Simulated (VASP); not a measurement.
# SrTiO3 (I4/mcm) in VASP: further runs

The runs below take SrTiO3 through single point, with PBEsol.

Everything below comes from runs of VASP 6.6.1. Logs are shortened: lines on timing, memory, paths and dates and some standing lists are left out, and cuts for length are marked.

**1. The cell of the first run**

Symmetry: I4/mcm, No. 140, tetragonal system. The conventional cell has a = 5.488 Å, b = 5.488 Å, c = 7.808 Å, α = 90.00°, β = 90.00°, γ = 90.00°. Within 3.5 Å of Sr (site symmetry -42m) lie 12 O at 2.62 to 2.89 Å and 8 Ti at 3.37 Å. Ti (site symmetry 4/m) has 6 O at 1.95 Å within 2.6 Å. O (site symmetry 422) has 2 Ti at 1.95 Å within 2.6 Å. Within 2.6 Å of O (site symmetry m2m) lie 2 Ti at 1.95 Å.

**2. Single point, PBEsol**

Input file INCAR:

```
SYSTEM = SrTiO3
  PREC = Accurate
  ENCUT = 520
  EDIFF = 1E-6
  ISMEAR = 0
  SIGMA = 0.05
  LREAL = .False.
  LASPH = .True.
  NELM = 80
  ALGO = Normal
  ISIF = 2
  LWAVE = .False.
  LCHARG = .True.
  GGA = PS
  LELF = .True.
  LVHAR = .True.
  NBANDS = 51
```

Input file KPOINTS:

```
Automatic mesh
0
Gamma
  8 8 8
  0 0 0
```

Input file POSCAR:

```
SrTiO3
1.0
   -2.7440789401      2.7440789401      3.9041848864
    2.7440789401     -2.7440789401      3.9041848864
    2.7440789401      2.7440789401     -3.9041848864
Sr Ti O
2 2 6
Direct
    0.7500000000      0.2500000000      0.5000000000
    0.2500000000      0.7500000000      0.5000000000
    0.0000000000      0.0000000000      0.0000000000
    0.5000000000      0.5000000000      0.0000000000
    0.2500000000      0.2500000000      0.0000000000
    0.7500000000      0.7500000000      0.0000000000
    0.7252818597      0.2252818597      0.9505637194
    0.2252818597      0.2747181403      0.5000000000
    0.2747181403      0.7747181403      0.0494362806
    0.7747181403      0.7252818597      0.5000000000
```

Potentials or basis: VASP PAW PBE potentials, release 64 (Sr_sv, Ti_sv, O).

The run is started by

```bash
> cat potpaw_PBE.64/Sr_sv/POTCAR potpaw_PBE.64/Ti_sv/POTCAR potpaw_PBE.64/O/POTCAR > POTCAR
> mpirun -np 1 vasp_std > vasp.out
```

OUTCAR:

```text
SYSTEM = SrTiO3
   PREC = Accurate
   ENCUT = 520
   EDIFF = 1E-6
   ISMEAR = 0
   LREAL = .False.
   LASPH = .True.
   NELM = 80
   ISIF = 2
   GGA = PS

 ion  position               nearest neighbor table
   1  0.750  0.250  0.500-   9 2.62   8 2.62  10 2.62   7 2.62   5 2.74   6 2.74   6 2.74   5 2.74
                             7 2.89   9 2.89   8 2.89  10 2.89   4 3.37   3 3.37   4 3.37   3 3.37
   2  0.250  0.750  0.500-   7 2.62   8 2.62  10 2.62   9 2.62   5 2.74   6 2.74   5 2.74   6 2.74
                             9 2.89   7 2.89  10 2.89   8 2.89   4 3.37   3 3.37   4 3.37   3 3.37
   3  0.000  0.000  0.000-   7 1.95   9 1.95   8 1.95  10 1.95   5 1.95   6 1.95   1 3.37   1 3.37
                             2 3.37   2 3.37   1 3.37   2 3.37   1 3.37   2 3.37
   4  0.500  0.500  0.000-   7 1.95   9 1.95  10 1.95   8 1.95   5 1.95   6 1.95   1 3.37   1 3.37
                             2 3.37   2 3.37   2 3.37   1 3.37   2 3.37   1 3.37
   5  0.250  0.250  0.000-   3 1.95   4 1.95   1 2.74   2 2.74   2 2.74   1 2.74
   6  0.750  0.750  0.000-   3 1.95   4 1.95   1 2.74   2 2.74   1 2.74   2 2.74
   7  0.725  0.225  0.951-   3 1.95   4 1.95   2 2.62   1 2.62   1 2.89   2 2.89
   8  0.225  0.275  0.500-   4 1.95   3 1.95   1 2.62   2 2.62   1 2.89   2 2.89
   9  0.275  0.775  0.049-   3 1.95   4 1.95   1 2.62   2 2.62   2 2.89   1 2.89
  10  0.775  0.725  0.500-   3 1.95   4 1.95   1 2.62   2 2.62   1 2.89   2 2.89

  LATTYP: Found a body centered tetragonal cell.
 ALAT       =     5.4881578802
 C/A-ratio  =     1.4227669727

  Lattice vectors:

 A1 = (  -2.7440789401,   2.7440789401,   3.9041848864)
 A2 = (   2.7440789401,  -2.7440789401,   3.9041848864)
 A3 = (   2.7440789401,   2.7440789401,  -3.9041848864)

Analysis of symmetry for initial positions (statically):
=====================================================================
 Subroutine PRICEL returns:
 Original cell was already a primitive cell.

 Routine SETGRP: Setting up the symmetry group for a
 body centered tetragonal supercell.

 Subroutine GETGRP returns: Found 16 space group operations
 (whereof  8 operations were pure point group operations)
 out of a pool of 16 trial point group operations.

The static configuration has the point symmetry C_4h.
 The point group associated with its full space group is D_4h.

Analysis of symmetry for dynamics (positions and initial velocities):
=====================================================================
 Subroutine PRICEL returns:
 Original cell was already a primitive cell.

 Routine SETGRP: Setting up the symmetry group for a
 body centered tetragonal supercell.

 Subroutine GETGRP returns: Found 16 space group operations
 (whereof  8 operations were pure point group operations)
 out of a pool of 16 trial point group operations.

The dynamic configuration has the point symmetry C_4h.
 The point group associated with its full space group is D_4h.

 Subroutine INISYM returns: Found 16 space group operations
 (whereof  8 operations are pure point group operations),
 and found     1 'primitive' translations

----------------------------------------------------------------------------------------

                                     Primitive cell

  volume of cell :     117.5936

  direct lattice vectors                    reciprocal lattice vectors
    -2.744078940  2.744078940  3.904184886     0.000000000  0.182210502  0.128067705
     2.744078940 -2.744078940  3.904184886     0.182210502  0.000000000  0.128067705
     2.744078940  2.744078940 -3.904184886     0.182210502  0.182210502  0.000000000

  length of vectors
     5.504779567  5.504779567  5.504779567     0.222715074  0.222715074  0.257684563

  position of ions in fractional coordinates (direct lattice)
     0.750000000  0.250000000  0.500000000
     0.250000000  0.750000000  0.500000000
     0.000000000  0.000000000  0.000000000
     0.500000000  0.500000000  0.000000000
     0.250000000  0.250000000  0.000000000
     0.750000000  0.750000000  0.000000000
     0.725281860  0.225281860  0.950563719
     0.225281860  0.274718140  0.500000000
     0.274718140  0.774718140  0.049436281
     0.774718140  0.725281860  0.500000000

  ion indices of the primitive-cell ions
   primitive index   ion index
                 1           1
                 2           2
                 3           3
                 4           4
                 5           5
                 6           6
                 7           7
                 8           8
                 9           9
                10          10

----------------------------------------------------------------------------------------

 KPOINTS: Automatic mesh

Automatic generation of k-mesh.
 Grid dimensions read from file:
 generate k-points for:    8    8    8

 Generating k-lattice:

  Cartesian coordinates                     Fractional coordinates (reciprocal lattice)
     0.000000000  0.022776313  0.016008463     0.125000000  0.000000000  0.000000000
     0.022776313  0.000000000  0.016008463     0.000000000  0.125000000  0.000000000
     0.022776313  0.022776313  0.000000000     0.000000000  0.000000000  0.125000000

  Length of vectors
     0.027839384  0.027839384  0.032210570

  Shift w.r.t. Gamma in fractional coordinates (k-lattice)
     0.000000000  0.000000000  0.000000000

 Subroutine IBZKPT returns following result:
 ===========================================

 Found     59 irreducible k-points:

 Following reciprocal coordinates:
            Coordinates               Weight
  0.000000  0.000000  0.000000      1.000000
  0.125000  0.000000  0.000000      8.000000
  0.250000  0.000000  0.000000      8.000000
  0.375000  0.000000 -0.000000      8.000000
  0.500000  0.000000  0.000000      4.000000
  0.125000  0.125000  0.000000      8.000000
[... 16 lines left out ...]
  0.250000  0.125000  0.125000     16.000000
  0.375000  0.125000  0.125000      8.000000
 [... further k-points ...]
   k-points           NKPTS =     59   k-points in BZ     NKDIM =     59   number of bands    NBANDS=     51
   number of dos      NEDOS =    301   number of ions     NIONS =     10
   total plane-waves  NPLWV =  74088
   dimension x,y,z NGX =    42 NGY =   42 NGZ =   42
   dimension x,y,z NGXF=    84 NGYF=   84 NGZF=   84
   ions per type =               2   2   6
   NGX,Y,Z   is equivalent  to a cutoff of  12.68, 12.68, 12.68 a.u.
   NGXF,Y,Z  is equivalent  to a cutoff of  25.37, 25.37, 25.37 a.u.
 SYSTEM =  SrTiO3
   PREC   = accura    normal or accurate (medium, high low for compatibility)
   ISTART =      0    job   : 0-new  1-cont  2-samecut
   ICHARG =      2    charge: 1-file 2-atom 10-const
   ISPIN  =      1    spin polarized calculation?
   LNONCOLLINEAR =      F non collinear calculations
   LSORBIT =      F    spin-orbit coupling
   LASPH  =      T    aspherical Exc in radial PAW
   ENCUT  =  520.0 eV  38.22 Ry    6.18 a.u.  10.24 10.24 10.24*2*pi/ulx,y,z
   NELM   =     80;   NELMIN=  2; NELMDL= -5     # of ELM steps
   EDIFF  = 0.1E-05   stopping-criterion for ELM
   LREAL  =      F    real-space projection
   EDIFFG = 0.1E-04   stopping-criterion for IOM
   NSW    =      0    number of steps for IOM
   IBRION =     -1    ionic relax: 0-MD 1-quasi-New 2-CG
   NFREE  =      0    steps in history (QN), initial steepest desc. (CG)
   ISIF   =      2    stress and relaxation
   ISYM   =      2    0-nonsym 1-usesym 2-fastsym
   POTIM  = 0.5000    time-step for ionic-motion
   TEBEG  =    0.0;   TEEND  =   0.0 temperature during run
   PSTRESS=    0.0 pullay stress
   NELECT =      80.0000    total number of electrons
   NUPDOWN=      -1.0000    fix difference up-down
   EMIN   =  10.00;   EMAX   =-10.00  energy-range for DOS
   EFERMI =   0.00;   METHOD = LEGACY
   ISMEAR =     0;   SIGMA  =   0.05  broadening in eV -4-tet -1-fermi 0-gaus
   EFERMI_NEDOS =   21; number of points for ismear=-14 and -15
   IALGO  =     38    algorithm
   IMIX   =      4    mixing-type and parameters
     AMIX     =   0.40;   BMIX     =  1.00
     AMIX_MAG =   1.60;   BMIX_MAG =  1.00
  volume/ion in A,a.u.               =      11.76        79.36
  Fermi-wavevector in a.u.,A,eV,Ry     =   1.439827  2.720878 28.206261  2.073102
  Thomas-Fermi vector in A             =   2.558639
   LORBIT       =      0    0 simple, 1 ext, 2 COOP (PROOUT), +10 PAW based schemes
   GGA     = PS    functional components
   LHFCALC =     F    Hartree Fock is set to
   AEXX    =    0.0000 exact exchange contribution
   IVDW    =     0    specifies the selected vdW correction
   LEPSILON=     F    determine dielectric tensor
   LRPA    =     F    only Hartree local field effects (RPA)
 non-spin polarized calculation
 Gauss-broadening in eV      SIGMA  =   0.05
  energy-cutoff  :      520.00
  volume of cell :      117.59
 maximum number of plane-waves:      3194
 NGX is ok and might be reduce to    42
   NGX = 21   NGY = 21   NGZ = 21

 number of electron      79.9999999 magnetization

 Free energy of the ion-electron system (eV)
  ---------------------------------------------------
  ext. energy  EPLUGINS =         0.00000000
  ---------------------------------------------------
  free energy    TOTEN  =       -84.04272462 eV

  energy without entropy =      -84.04272462  energy(sigma->0) =      -84.04272462

 E-fermi :   4.3349     XC(G=0): -11.6084

 val. band max:        4.0079720748   @ k =  -0.1250   0.1250   0.0000
 cond. band min:       5.9457911699   @ k =   0.0000   0.0000   0.0000
 fundamental gap:      1.9378190950
 Fermi energy:         4.3348607230

 k-point     1 :       0.0000    0.0000    0.0000
  band No.  band energies     occupation
      1     -52.0899      2.00000
      2     -52.0848      2.00000
      3     -28.5241      2.00000
      4     -28.5227      2.00000
      5     -28.5227      2.00000
      6     -28.4569      2.00000
[... 43 lines left out ...]
     50       9.7773      0.00000
     51      10.4085      0.00000
[... 1240 lines left out ...]
     50      11.2587      0.00000
     51      11.7179      0.00000

 [... further k-points ...]
[... 5 lines left out ...]
  --------------------------------------------------------------------------------------
  -------------------------------------------------------------------------------------
  Total        0.4511546      0.4511546      0.5191007      0.0000000      0.0000000      0.0000000
  in kB        6.1468464      6.1468464      7.0725917      0.0000000      0.0000000      0.0000000
  external PRESSURE =       6.4554281 kB  Pullay stress =       0.0000000 kB

 VOLUME and BASIS-vectors are now :
 -----------------------------------------------------------------------------
  energy-cutoff  :      520.00
  volume of cell :      117.59
      direct lattice vectors                 reciprocal lattice vectors
    -2.744078940  2.744078940  3.904184886     0.000000000  0.182210502  0.128067705
     2.744078940 -2.744078940  3.904184886     0.182210502  0.000000000  0.128067705
     2.744078940  2.744078940 -3.904184886     0.182210502  0.182210502  0.000000000

 POSITION                                       TOTAL-FORCE (eV/Angst)
 -----------------------------------------------------------------------------------
     -0.00000      2.74408      1.95209        -0.000000     -0.000000      0.000000
      2.74408     -0.00000      1.95209        -0.000000      0.000000      0.000000
      0.00000      0.00000      0.00000        -0.000000      0.000000      0.000000
      0.00000      0.00000      3.90418        -0.000000      0.000000      0.000000
      0.00000      0.00000      1.95209        -0.000000      0.000000      0.000000
      0.00000      0.00000      5.85628        -0.000000      0.000000      0.000000
      1.23638      3.98046     -0.00000         0.005315      0.005315     -0.000000
      1.50770      1.23638      0.00000        -0.005315      0.005315      0.000000
      1.50770     -1.23638      3.90418        -0.005315     -0.005315      0.000000
      1.23638      1.50770      3.90418         0.005315     -0.005315      0.000000
 -----------------------------------------------------------------------------------
    total drift:                               -0.000000     -0.000000      0.000000

  FREE ENERGIE OF THE ION-ELECTRON SYSTEM (eV)
  ---------------------------------------------------
  free  energy   TOTEN  =       -84.0427246213 eV

  energy  without entropy=      -84.0427246213  energy(sigma->0) =      -84.04272462
```

Run time: 8.4 min. Hardware: 1 thread of Intel Xeon Platinum 8488C (Sapphire Rapids), shared host; peak memory 0.45 GiB.

Results:

```
Free energy            : -84.0427 eV
Pressure               : 0.6 GPa
Largest force          : 0.008 eV/Å
Band gap on the k mesh : 1.94 eV, indirect (least direct gap 1.95 eV)
```

Forces in eV/Å, atoms in the order of the input:
```
Sr   0.000  0.000  0.000
Sr   0.000  0.000  0.000
Ti   0.000  0.000  0.000
Ti   0.000  0.000  0.000
O    0.000  0.000  0.000
O    0.000  0.000  0.000
O    0.005  0.005  0.000
O   -0.005  0.005  0.000
O   -0.005 -0.005  0.000
O    0.005 -0.005  0.000
```

Stress tensor (GPa, compression positive):
```
0.61 0.00 0.00
0.00 0.61 0.00
0.00 0.00 0.71
```

Levels at points of the mesh, in eV from the valence-band top:
```csv
k point,band 37,band 38,band 39,band 40,band 41,band 42,band 43,band 44
"(0.00, 0.00, 0.00)",-0.28,-0.15,-0.01,-0.01,1.94,1.94,1.96,4.18
"(0.50, 0.00, 0.00)",-0.75,-0.75,-0.58,-0.58,3.43,3.43,3.47,3.47
"(0.50, 0.50, 0.00)",-1.40,-0.67,-0.66,-0.04,2.08,3.80,3.82,3.84
"(0.50, 0.50, 0.50)",-1.48,-0.61,-0.61,-0.07,2.12,3.76,3.76,3.98
```

Caveat: the PAW data sets were made with another functional, which shifts forces and pressure a little. A k mesh can miss the band edges.

[end of part 1 of 2]
